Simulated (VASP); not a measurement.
A run of VASP 6.6.1:

Contents of INCAR:

```
ALGO = Normal ; DIPOL = 0.5 0.5 0.388
EDIFF = 1E-7 ; ENCUT = 520
GGA = PE ; IDIPOL = 3
ISIF = 2 ; ISMEAR = 0
IVDW = 12 ; LASPH = True
LCHARG = True ; LDIPOL = True
LELF = True ; LREAL = False
LVACPOTAV = True ; LVHAR = True
LWAVE = False ; NBANDS = 18
NELM = 100 ; PREC = Accurate
SIGMA = 0.05
```

File KPOINTS:

```
k-points
0
Gamma
  9 9 1
```

File POSCAR:

```
Sb
1.0
    4.0686848921      0.0000000000      0.0000000000
   -2.0343424461      3.5235844766      0.0000000000
    0.0000000000      0.0000000000     20.8000277116
Sb
4
Direct
    0.3333333333      0.6666666667      0.2956733491
    0.6666666667      0.3333333333      0.2163458656
    0.7777777778      0.5555555556      0.5600967399
    0.4444444444      0.8888888889      0.4807692564
```

Potentials or basis: VASP PAW PBE potentials, release 64 (Sb).

Run with:

```sh
$ cat potpaw_PBE.64/Sb/POTCAR > POTCAR
$ mpirun -np 1 vasp_std > vasp.out
```

Hardware: 1 thread of Intel(R) Xeon(R) Platinum 8375C CPU @ 2.90GHz (Ice Lake), on a shared host.

Question: Estimate the wall time of this run.

Answer: Wall time 3.5 min on 1 thread of Intel(R) Xeon(R) Platinum 8375C CPU @ 2.90GHz (Ice Lake) (shared host), peak memory 0.41 GiB. Counts: scf iterations 20, k points 25.
